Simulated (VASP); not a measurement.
# TiO2 (I4_1/amd) in VASP: a series of runs

Runs on TiO2. Level: PBE+U. Tasks: single point.

Everything below comes from runs of VASP 6.6.1. Logs are shortened: lines on timing, memory, paths and dates and some standing lists are left out, and cuts for length are marked.

**1. The cell of the first run**

Symmetry: I4_1/amd, No. 141, tetragonal system. The conventional cell has a = 3.736 Å, b = 3.736 Å, c = 10.210 Å, α = 90.00°, β = 90.00°, γ = 90.00°. Ti (site symmetry -4m2) has 6 O at 1.95 to 1.99 Å within 2.6 Å. O (site symmetry 2mm) has 3 Ti at 1.95 to 1.99 Å and 2 O at 2.35 Å within 2.6 Å.

**2. Single point, PBE+U (c/a of the conventional cell at fixed volume 2.7328)**

INCAR reads:

```
PREC     = Accurate       # precision mode
ENCUT    = 520            # plane-wave cutoff, eV
EDIFF    = 1E-6           # SCF threshold, eV
ISMEAR   = 0              # smearing method
SIGMA    = 0.05           # smearing width, eV
LREAL    = False          # projectors in reciprocal space
LASPH    = True           # aspherical terms in the spheres
NELM     = 150            # most SCF steps
ALGO     = Normal         # electronic algorithm
ISIF     = 2              # what is computed and relaxed
LWAVE    = False          # write WAVECAR
LCHARG   = False          # write CHGCAR
LMAXMIX  = 4              # l up to which the mixer works
LDAU     = True           # DFT+U
LDAUTYPE = 2            
LDAUL    = 2 -1           # shell
LDAUU    = 4 0            # U, eV
LDAUJ    = 0 0          
LDAUPRINT= 1            
GGA      = PE             # functional
NBANDS   = 33             # bands
```

KPOINTS reads:

```
regular mesh
0
Gamma
  8 8 8
```

POSCAR reads:

```
TiO2
1.0
   -1.8680206176      1.8680206176      5.1049267437
    1.8680206176     -1.8680206176      5.1049267437
    1.8680206176      1.8680206176     -5.1049267437
Ti O
2 4
Direct
    0.0000000000      0.0000000000      0.0000000000
    0.7500000000      0.2500000000      0.5000000000
    0.1950026379      0.1950026379      0.0000000000
    0.9450026379      0.4450026379      0.5000000000
    0.5549973621      0.0549973621      0.5000000000
    0.8049973621      0.8049973621      0.0000000000
```

Potentials or basis: VASP PAW PBE potentials, release 64 (Ti_sv, O).

On the command line:

```console
$ cat potpaw_PBE.64/Ti_sv/POTCAR potpaw_PBE.64/O/POTCAR > POTCAR
$ mpirun -np 1 vasp_std > vasp.out
```

OUTCAR:

```text
PREC = Accurate
   ENCUT = 520
   EDIFF = 1E-6
   ISMEAR = 0
   LREAL = False
   LASPH = True
   NELM = 150
   ISIF = 2
   GGA = PE

 ion  position               nearest neighbor table
   1  0.000  0.000  0.000-   5 1.95   4 1.95   5 1.95   4 1.95   3 1.99   6 1.99
   2  0.750  0.250  0.500-   6 1.95   6 1.95   3 1.95   3 1.95   4 1.99   5 1.99
   3  0.195  0.195  0.000-   2 1.95   2 1.95   1 1.99
   4  0.945  0.445  0.500-   1 1.95   1 1.95   2 1.99
   5  0.555  0.055  0.500-   1 1.95   1 1.95   2 1.99
   6  0.805  0.805  0.000-   2 1.95   2 1.95   1 1.99

  LATTYP: Found a body centered tetragonal cell.
 ALAT       =     3.7360412352
 C/A-ratio  =     2.7328000000

  Lattice vectors:

 A1 = (  -1.8680206176,   1.8680206176,   5.1049267437)
 A2 = (   1.8680206176,  -1.8680206176,   5.1049267437)
 A3 = (   1.8680206176,   1.8680206176,  -5.1049267437)

Analysis of symmetry for initial positions (statically):
=====================================================================
 Subroutine PRICEL returns:
 Original cell was already a primitive cell.

 Routine SETGRP: Setting up the symmetry group for a
 body centered tetragonal supercell.

 Subroutine GETGRP returns: Found 16 space group operations
 (whereof  8 operations were pure point group operations)
 out of a pool of 16 trial point group operations.

The static configuration has the point symmetry D_2d.
 The point group associated with its full space group is D_4h.

Analysis of symmetry for dynamics (positions and initial velocities):
=====================================================================
 Subroutine PRICEL returns:
 Original cell was already a primitive cell.

 Routine SETGRP: Setting up the symmetry group for a
 body centered tetragonal supercell.

 Subroutine GETGRP returns: Found 16 space group operations
 (whereof  8 operations were pure point group operations)
 out of a pool of 16 trial point group operations.

The dynamic configuration has the point symmetry D_2d.
 The point group associated with its full space group is D_4h.

 Subroutine INISYM returns: Found 16 space group operations
 (whereof  8 operations are pure point group operations),
 and found     1 'primitive' translations

----------------------------------------------------------------------------------------

                                     Primitive cell

  volume of cell :      71.2546

  direct lattice vectors                    reciprocal lattice vectors
    -1.868020618  1.868020618  5.104926744     0.000000000  0.267662999  0.097944598
     1.868020618 -1.868020618  5.104926744     0.267662999  0.000000000  0.097944598
     1.868020618  1.868020618 -5.104926744     0.267662999  0.267662999  0.000000000

  length of vectors
     5.747980438  5.747980438  5.747980438     0.285020394  0.285020394  0.378532643

  position of ions in fractional coordinates (direct lattice)
     0.000000000  0.000000000  0.000000000
     0.750000000  0.250000000  0.500000000
     0.195002638  0.195002638  0.000000000
     0.945002638  0.445002638  0.500000000
     0.554997362  0.054997362  0.500000000
     0.804997362  0.804997362  0.000000000

  ion indices of the primitive-cell ions
   primitive index   ion index
                 1           1
                 2           2
                 3           3
                 4           4
                 5           5
                 6           6

[... 100 lines left out ...]
   GGA     = PE    functional components
   LHFCALC =     F    Hartree Fock is set to
   AEXX    =    0.0000 exact exchange contribution
   IVDW    =     0    specifies the selected vdW correction
   LEPSILON=     F    determine dielectric tensor
   LRPA    =     F    only Hartree local field effects (RPA)
 non-spin polarized calculation
 Gauss-broadening in eV      SIGMA  =   0.05
  energy-cutoff  :      520.00
  volume of cell :       71.25
 maximum number of plane-waves:      1934
 NGX is ok and might be reduce to    48
   NGX = 21   NGY = 21   NGZ = 21

atom =   1  type =  1  l = 2

 onsite density matrix

spin component  1

  0.1006 -0.0000  0.0000  0.0000  0.0000
 -0.0000  0.1091  0.0000  0.0000 -0.0000
  0.0000  0.0000  0.2408 -0.0000  0.0000
  0.0000  0.0000 -0.0000  0.1091  0.0000
  0.0000 -0.0000  0.0000  0.0000  0.2466

spin component  2

  0.1006 -0.0000  0.0000  0.0000  0.0000
 -0.0000  0.1091  0.0000  0.0000 -0.0000
  0.0000  0.0000  0.2408 -0.0000  0.0000
  0.0000  0.0000 -0.0000  0.1091  0.0000
  0.0000 -0.0000  0.0000  0.0000  0.2466

 occupancies and eigenvectors

  o =  0.1006  v =  1.0000  0.0000  0.0000  0.0000  0.0000  0.0000  0.0000  0.0000  0.0000  0.0000      0.0000  0.0000  0.0000  0.0000  0.0000  0.0000  0.0000  0.0000  0.0000  0.0000
  o =  0.1006  v =  0.0000  0.0000  0.0000  0.0000  0.0000  1.0000  0.0000  0.0000  0.0000  0.0000      0.0000  0.0000  0.0000  0.0000  0.0000  0.0000  0.0000  0.0000  0.0000  0.0000
  o =  0.1091  v =  0.0000  0.9432 -0.0000 -0.3322  0.0000  0.0000  0.0000  0.0000  0.0000  0.0000      0.0000  0.0000  0.0000  0.0000  0.0000  0.0000  0.0000  0.0000  0.0000  0.0000
  o =  0.1091  v =  0.0000  0.0000  0.0000  0.0000  0.0000  0.0000  0.9432 -0.0000 -0.3322  0.0000      0.0000  0.0000  0.0000  0.0000  0.0000  0.0000  0.0000  0.0000  0.0000  0.0000
  o =  0.1091  v =  0.0000  0.3322 -0.0000  0.9432  0.0000  0.0000  0.0000  0.0000  0.0000  0.0000      0.0000  0.0000  0.0000  0.0000  0.0000  0.0000  0.0000  0.0000  0.0000  0.0000
  o =  0.1091  v =  0.0000  0.0000  0.0000  0.0000  0.0000  0.0000  0.3322 -0.0000  0.9432  0.0000      0.0000  0.0000  0.0000  0.0000  0.0000  0.0000  0.0000  0.0000  0.0000  0.0000
  o =  0.2408  v =  0.0000  0.0000 -1.0000 -0.0000  0.0000  0.0000  0.0000  0.0000  0.0000  0.0000      0.0000  0.0000  0.0000  0.0000  0.0000  0.0000  0.0000  0.0000  0.0000  0.0000
  o =  0.2408  v =  0.0000  0.0000  0.0000  0.0000  0.0000  0.0000  0.0000 -1.0000 -0.0000  0.0000      0.0000  0.0000  0.0000  0.0000  0.0000  0.0000  0.0000  0.0000  0.0000  0.0000
  o =  0.2466  v =  0.0000  0.0000  0.0000  0.0000  0.0000  0.0000  0.0000 -0.0000 -0.0000 -1.0000      0.0000  0.0000  0.0000  0.0000  0.0000  0.0000  0.0000  0.0000  0.0000  0.0000
  o =  0.2466  v =  0.0000  0.0000 -0.0000 -0.0000 -1.0000  0.0000  0.0000  0.0000  0.0000  0.0000      0.0000  0.0000  0.0000  0.0000  0.0000  0.0000  0.0000  0.0000  0.0000  0.0000

atom =   2  type =  1  l = 2

 onsite density matrix

spin component  1

  0.1006 -0.0000  0.0000  0.0000  0.0000
 -0.0000  0.1091  0.0000  0.0000 -0.0000
  0.0000  0.0000  0.2408 -0.0000 -0.0000
  0.0000  0.0000 -0.0000  0.1091  0.0000
  0.0000 -0.0000 -0.0000  0.0000  0.2466

spin component  2

  0.1006 -0.0000  0.0000  0.0000  0.0000
 -0.0000  0.1091  0.0000  0.0000 -0.0000
  0.0000  0.0000  0.2408 -0.0000 -0.0000
  0.0000  0.0000 -0.0000  0.1091  0.0000
  0.0000 -0.0000 -0.0000  0.0000  0.2466

 occupancies and eigenvectors

  o =  0.1006  v =  1.0000  0.0000  0.0000  0.0000  0.0000  0.0000  0.0000  0.0000  0.0000  0.0000      0.0000  0.0000  0.0000  0.0000  0.0000  0.0000  0.0000  0.0000  0.0000  0.0000
  o =  0.1006  v =  0.0000  0.0000  0.0000  0.0000  0.0000  1.0000  0.0000  0.0000  0.0000  0.0000      0.0000  0.0000  0.0000  0.0000  0.0000  0.0000  0.0000  0.0000  0.0000  0.0000
  o =  0.1091  v =  0.0000 -0.9932 -0.0000  0.1164 -0.0000  0.0000  0.0000  0.0000  0.0000  0.0000      0.0000  0.0000  0.0000  0.0000  0.0000  0.0000  0.0000  0.0000  0.0000  0.0000
  o =  0.1091  v =  0.0000  0.0000  0.0000  0.0000  0.0000  0.0000 -0.9932 -0.0000  0.1164 -0.0000      0.0000  0.0000  0.0000  0.0000  0.0000  0.0000  0.0000  0.0000  0.0000  0.0000
  o =  0.1091  v =  0.0000  0.1164 -0.0000  0.9932  0.0000  0.0000  0.0000  0.0000  0.0000  0.0000      0.0000  0.0000  0.0000  0.0000  0.0000  0.0000  0.0000  0.0000  0.0000  0.0000
  o =  0.1091  v =  0.0000  0.0000  0.0000  0.0000  0.0000  0.0000  0.1164 -0.0000  0.9932  0.0000      0.0000  0.0000  0.0000  0.0000  0.0000  0.0000  0.0000  0.0000  0.0000  0.0000
  o =  0.2408  v =  0.0000  0.0000 -1.0000 -0.0000 -0.0000  0.0000  0.0000  0.0000  0.0000  0.0000      0.0000  0.0000  0.0000  0.0000  0.0000  0.0000  0.0000  0.0000  0.0000  0.0000
  o =  0.2408  v =  0.0000  0.0000  0.0000  0.0000  0.0000  0.0000  0.0000 -1.0000 -0.0000 -0.0000      0.0000  0.0000  0.0000  0.0000  0.0000  0.0000  0.0000  0.0000  0.0000  0.0000
  o =  0.2466  v =  0.0000  0.0000  0.0000  0.0000  0.0000  0.0000 -0.0000 -0.0000 -0.0000  1.0000      0.0000  0.0000  0.0000  0.0000  0.0000  0.0000  0.0000  0.0000  0.0000  0.0000
  o =  0.2466  v =  0.0000 -0.0000 -0.0000 -0.0000  1.0000  0.0000  0.0000  0.0000  0.0000  0.0000      0.0000  0.0000  0.0000  0.0000  0.0000  0.0000  0.0000  0.0000  0.0000  0.0000

 number of electron      48.0000002 magnetization

 Free energy of the ion-electron system (eV)
  ---------------------------------------------------
  ext. energy  EPLUGINS =         0.00000000
  ---------------------------------------------------
  free energy    TOTEN  =       -48.25776946 eV

  energy without entropy =      -48.25776946  energy(sigma->0) =      -48.25776946

 E-fermi :   3.4997     XC(G=0): -10.4777

 val. band max:        3.2471689904   @ k =   0.5000   0.5000   0.5000
 cond. band min:       6.1677678670   @ k =   0.0000   0.0000   0.0000
 fundamental gap:      2.9205988766
 Fermi energy:         3.4997314794

 k-point     1 :       0.0000    0.0000    0.0000
  band No.  band energies     occupation
      1     -54.1000      2.00000
      2     -54.0626      2.00000
      3     -30.4666      2.00000
      4     -30.2588      2.00000
      5     -30.2588      2.00000
      6     -30.2149      2.00000
[... 853 lines left out ...]
     32       9.4944      0.00000
     33       9.9114      0.00000

 [... further k-points ...]
[... 5 lines left out ...]
  --------------------------------------------------------------------------------------
  -------------------------------------------------------------------------------------
  Total        3.6419910      3.6419910      3.9170331      0.0000000      0.0000000      0.0000000
  in kB       81.8910832     81.8910832     88.0754734      0.0000000      0.0000000      0.0000000
  external PRESSURE =      83.9525466 kB  Pullay stress =       0.0000000 kB

 VOLUME and BASIS-vectors are now :
 -----------------------------------------------------------------------------
  energy-cutoff  :      520.00
  volume of cell :       71.25
      direct lattice vectors                 reciprocal lattice vectors
    -1.868020618  1.868020618  5.104926744     0.000000000  0.267662999  0.097944598
     1.868020618 -1.868020618  5.104926744     0.267662999  0.000000000  0.097944598
     1.868020618  1.868020618 -5.104926744     0.267662999  0.267662999  0.000000000

 POSITION                                       TOTAL-FORCE (eV/Angst)
 -----------------------------------------------------------------------------------
      0.00000      0.00000      0.00000        -0.000000     -0.000000      0.000000
      0.00000      1.86802      2.55246        -0.000000     -0.000000     -0.000000
      0.00000      0.00000      1.99095        -0.000000     -0.000000      1.057317
     -0.00000      1.86802      4.54341        -0.000000     -0.000000      1.057317
      0.00000      1.86802      0.56152         0.000000      0.000000     -1.057317
      0.00000      0.00000      8.21891         0.000000      0.000000     -1.057317
 -----------------------------------------------------------------------------------
    total drift:                               -0.000000     -0.000000      0.000000

  FREE ENERGIE OF THE ION-ELECTRON SYSTEM (eV)
  ---------------------------------------------------
  free  energy   TOTEN  =       -48.2577694644 eV

  energy  without entropy=      -48.2577694644  energy(sigma->0) =      -48.25776946
```

It took 3.4 min on 1 thread of AMD EPYC 9R45 (Zen 5), shared host; peak memory 0.34 GiB.

Results:

```yaml
Free_energy: -48.2578 eV
Pressure: 8.4 GPa
Largest_force: 1.057 eV/Å
Band_gap_on_the_k_mesh: 2.92 eV, indirect (least direct gap 3.11 eV)
```

Forces in eV/Å, atoms in the order of the input:
```
Ti   0.000  0.000  0.000
Ti   0.000  0.000  0.000
O    0.000  0.000  1.057
O    0.000  0.000  1.057
O    0.000  0.000 -1.057
O    0.000  0.000 -1.057
```

Stress tensor (GPa, compression positive):
```
8.19 0.00 0.00
0.00 8.19 0.00
0.00 0.00 8.81
```

Levels at points of the mesh, in eV from the valence-band top:
```tsv
k point	band 20	band 21	band 22	band 23	band 24	band 25	band 26	band 27	band 28	band 29
(0.00, 0.00, 0.00)	-0.93	-0.73	-0.73	-0.29	-0.29	2.92	3.47	4.95	4.95	4.96
(0.50, 0.00, 0.00)	-1.80	-1.70	-0.77	-0.70	-0.68	3.87	3.89	3.98	4.24	4.89
(0.50, 0.50, 0.00)	-2.29	-1.68	-1.68	-0.32	-0.32	3.57	3.57	4.05	4.05	5.35
(0.50, 0.50, 0.50)	-1.49	-1.04	-1.04	0.00	0.00	3.19	3.19	4.53	4.53	4.84
```

Eigenvalues of the final occupation matrices:
```csv
site,spin,trace,eigenvalues
site 1 d,1,0.81,0.10 0.11 0.11 0.24 0.25
site 1 d,2,0.81,0.10 0.11 0.11 0.24 0.25
site 2 d,1,0.81,0.10 0.11 0.11 0.24 0.25
site 2 d,2,0.81,0.10 0.11 0.11 0.24 0.25
```

Caveat: forces of over 1 eV/Å act on the atoms, so gaps and moduli don't describe the material at rest. A k mesh can miss the band edges.

**3. Single point, PBE+U (c/a of the conventional cell at fixed volume 2.3912)**

INCAR reads:

```
PREC = Accurate
ENCUT = 520
EDIFF = 1E-6
ISMEAR = 0
SIGMA = 0.05
LREAL = False
LASPH = True
NELM = 150
ALGO = Normal
ISIF = 2
LWAVE = False
LCHARG = False
LMAXMIX = 4
LDAU = True
LDAUTYPE = 2
LDAUL = 2 -1
LDAUU = 4 0
LDAUJ = 0 0
LDAUPRINT = 1
GGA = PE
NBANDS = 33
```

KPOINTS reads:

```
Automatic mesh
0
Gamma
  8 8 8
```

POSCAR reads:

```
TiO2
1.0
   -1.9530452893      1.9530452893      4.6701218957
    1.9530452893     -1.9530452893      4.6701218957
    1.9530452893      1.9530452893     -4.6701218957
Ti O
2 4
Direct
    0.0000000000      0.0000000000      0.0000000000
    0.7500000000      0.2500000000      0.5000000000
    0.2154529329      0.2154529329      0.0000000000
    0.9654529329      0.4654529329      0.5000000000
    0.5345470671      0.0345470671      0.5000000000
    0.7845470671      0.7845470671      0.0000000000
```

Potentials or basis: VASP PAW PBE potentials, release 64 (Ti_sv, O).

On the command line:

```console
$ cat potpaw_PBE.64/Ti_sv/POTCAR potpaw_PBE.64/O/POTCAR > POTCAR
$ mpirun -np 1 vasp_std > vasp.out
```

Wall time 1.9 min (1 thread of AMD EPYC 9R45 (Zen 5), shared host); peak memory 0.26 GiB.

Results (log left out):

| Item | Value |
| --- | --- |
| Free energy | -48.4413 eV |
| Pressure | -0.6 GPa |
| Largest force | 0.441 eV/Å |
| Band gap on the k mesh | 2.30 eV, indirect (least direct gap 2.81 eV) |

Forces on the atoms (eV/Å):
```
Ti   0.000  0.000  0.000
Ti   0.000  0.000  0.000
O    0.000  0.000 -0.441
O    0.000  0.000 -0.441
O    0.000  0.000  0.441
O    0.000  0.000  0.441
```

Stress tensor (GPa, compression positive):
```
-1.00  0.00  0.00
 0.00 -1.00  0.00
 0.00  0.00  0.29
```

Levels at points of the mesh, in eV from the valence-band top:
```csv
k point,band 21,band 22,band 23,band 24,band 25,band 26,band 27,band 28
"(0.00, 0.00, 0.00)",-0.75,-0.75,-0.57,-0.57,2.30,3.13,3.68,3.68
"(0.50, 0.00, 0.00)",-1.83,-1.15,-0.98,-0.69,3.40,3.41,3.65,3.90
"(0.50, 0.50, 0.00)",-2.13,-2.13,0.00,0.00,3.65,3.65,3.98,3.98
"(0.50, 0.50, 0.50)",-1.42,-1.42,-0.34,-0.34,2.70,2.70,3.73,3.73
```

Eigenvalues of the final occupation matrices:
```
    site  spin  trace               eigenvalues
site 1 d     1   0.78  0.10 0.10 0.10 0.24 0.25
site 1 d     2   0.78  0.10 0.10 0.10 0.24 0.25
site 2 d     1   0.78  0.10 0.10 0.10 0.24 0.25
site 2 d     2   0.78  0.10 0.10 0.10 0.24 0.25
```

 A k mesh can miss the band edges.

**4. Single point, PBE+U (c/a of the conventional cell at fixed volume 2.2204)**

INCAR reads:

```
SYSTEM = TiO2
PREC = Accurate ; ENCUT = 520
EDIFF = 1E-6 ; ISMEAR = 0
SIGMA = 0.05 ; LREAL = .False.
LASPH = .True. ; NELM = 150
ALGO = Normal ; ISIF = 2
LWAVE = .False. ; LCHARG = .True.
LMAXMIX = 4 ; LDAU = .True.
LDAUTYPE = 2 ; LDAUL = 2 -1
LDAUU = 4 0 ; LDAUJ = 0 0
LDAUPRINT = 1 ; GGA = PE
LELF = .True. ; LVHAR = .True.
NBANDS = 33
```

KPOINTS reads:

```
regular mesh
0
Gamma
  8 8 8
  0 0 0
```

POSCAR reads:

```
TiO2
1.0
   -2.0018915300      2.0018915300      4.4449999531
    2.0018915300     -2.0018915300      4.4449999531
    2.0018915300      2.0018915300     -4.4449999531
Ti O
2 4
Direct
    0.0000000000      0.0000000000      0.0000000000
    0.7500000000      0.2500000000      0.5000000000
    0.2001152117      0.2001152117      0.0000000000
    0.9501152117      0.4501152117      0.5000000000
    0.5498847883      0.0498847883      0.5000000000
    0.7998847883      0.7998847883      0.0000000000
```

On the command line:

```console
$ cat potpaw_PBE.64/Ti_sv/POTCAR potpaw_PBE.64/O/POTCAR > POTCAR
$ mpirun -np 1 vasp_std > vasp.out
```

It took 1.8 min on 1 thread of AMD EPYC 9R45 (Zen 5), shared host; peak memory 0.27 GiB.

It converged, with:

| Quantity | Value |
| --- | --- |
| Free energy | -46.9340 eV |
| Pressure | 20.3 GPa |
| Largest force | 4.399 eV/Å |
| Band gap on the k mesh | 2.89 eV, indirect (least direct gap 3.02 eV) |

Forces in eV/Å, atoms in the order of the input:
```
Ti   0.000  0.000  0.000
Ti   0.000  0.000  0.000
O    0.000  0.000  4.399
O    0.000  0.000  4.399
O    0.000  0.000 -4.399
O    0.000  0.000 -4.399
```

Stress tensor (GPa, compression positive):
```
-1.77  0.00  0.00
 0.00 -1.77  0.00
 0.00  0.00 64.58
```

Levels at points of the mesh, in eV from the valence-band top:
```csv
k point,band 20,band 21,band 22,band 23,band 24,band 25,band 26,band 27,band 28,band 29
"(0.00, 0.00, 0.00)",-0.40,-0.40,-0.18,-0.14,-0.14,2.89,4.00,4.77,5.00,5.00
"(0.50, 0.00, 0.00)",-1.64,-1.26,-0.70,-0.32,-0.19,3.79,4.33,4.39,4.55,5.16
"(0.50, 0.50, 0.00)",-2.39,-1.36,-1.36,-0.05,-0.05,4.25,4.25,4.63,4.63,5.41
"(0.50, 0.50, 0.50)",-0.91,-0.76,-0.76,-0.12,-0.12,3.42,3.42,4.84,4.84,4.85
```

Eigenvalues of the final occupation matrices:
```
    site  spin  trace               eigenvalues
site 1 d     1   0.85  0.07 0.13 0.13 0.19 0.34
site 1 d     2   0.85  0.07 0.13 0.13 0.19 0.34
site 2 d     1   0.85  0.07 0.13 0.13 0.19 0.34
site 2 d     2   0.85  0.07 0.13 0.13 0.19 0.34
```

Caveat: forces of over 1 eV/Å act on the atoms, so gaps and moduli don't describe the material at rest.

**5. Summary**

```tsv
cell	gap on the mesh (eV)	pressure (GPa)	largest force (eV/Å)
a = 5.748 Å, angles 142.1, 142.1, 54.7°, 6 atoms	2.92	8.4	1.06
a = 5.426 Å, angles 137.8, 137.8, 61.2°, 6 atoms	2.30	-0.6	0.44
a = 5.270 Å, angles 135.3, 135.3, 65.0°, 6 atoms	2.89	20.3	4.40
```

Alike in all rows: task single point; level PBE+U; potentials or basis VASP PAW PBE potentials, release 64 (Ti_sv, O); no spin polarisation; Ti d U = 4.0 eV; k mesh 8 × 8 × 8; cutoff (eV) 520; smearing gaussian 0.05 eV.

Caveats: forces of over 1 eV/Å act on the atoms, so gaps and moduli don't describe the material at rest (some runs).

Absolute energies hang on the potentials; compare differences alone.
